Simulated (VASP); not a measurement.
**Al: single point with PBE0**

Crystal: Al.

```
Al
1.0
     4.54673    0.00000    0.00000
    -2.27337    3.93758    0.00000
     0.00000    0.00000    2.75393
Al
2
Direct
  0.33333 0.66667 0.50000
  0.66667 0.33333 0.50000
```

This isn't the form of Al at room conditions, which is fcc.

```json
{
  "Program": "VASP 6.6.1",
  "Task": "single point",
  "Functional": "PBE0",
  "Potentials or basis": "VASP PAW PBE potentials, release 64 (Al)",
  "Cutoff": "520 eV",
  "k mesh": "4 × 4 × 5",
  "Occupations": "fermi-dirac, width 0.05 eV",
  "Spin": "no spin polarisation",
  "Dipole correction": "no",
  "Grid for exact exchange (PRECFOCK)": "Normal",
  "Further INCAR settings": "ALGO = Normal; EDIFF = 1e-06; NBANDS = 10",
  "Share of exact exchange": "0.25"
}
```

* Pressure: 0.0 GPa
* Band gap on the k mesh: zero (bands 3 and 4 overlap by 2.89 eV)

Stress tensor (GPa, compression positive):
```
-0.78  0.00  0.00
 0.00 -0.77  0.00
 0.00  0.00  1.69
```

Levels at points of the mesh, in eV from the Fermi level:
```tsv
k point	band 1	band 2	band 3	band 4	band 5	band 6	band 7	band 8
(0.00, 0.00, 0.00)	-10.52	-1.47	-1.47	-0.64	2.95	2.95	6.29	10.57
(0.50, 0.00, 0.00)	-8.72	-7.15	-2.68	0.66	8.17	8.52	8.63	8.96
(0.50, 0.50, 0.00)	-8.72	-7.15	-2.68	0.66	8.17	8.52	8.63	8.96
```

It took 3 min on 1 thread of AMD EPYC 7R13 Processor (Zen 3), on a shared host, peak memory 0.14 GiB.

Caveat: the k points lie up to 0.46 Å⁻¹ apart, too coarse for converged energies and pressures of a metal; the PAW data sets were made with another functional, which shifts forces and pressure a little.
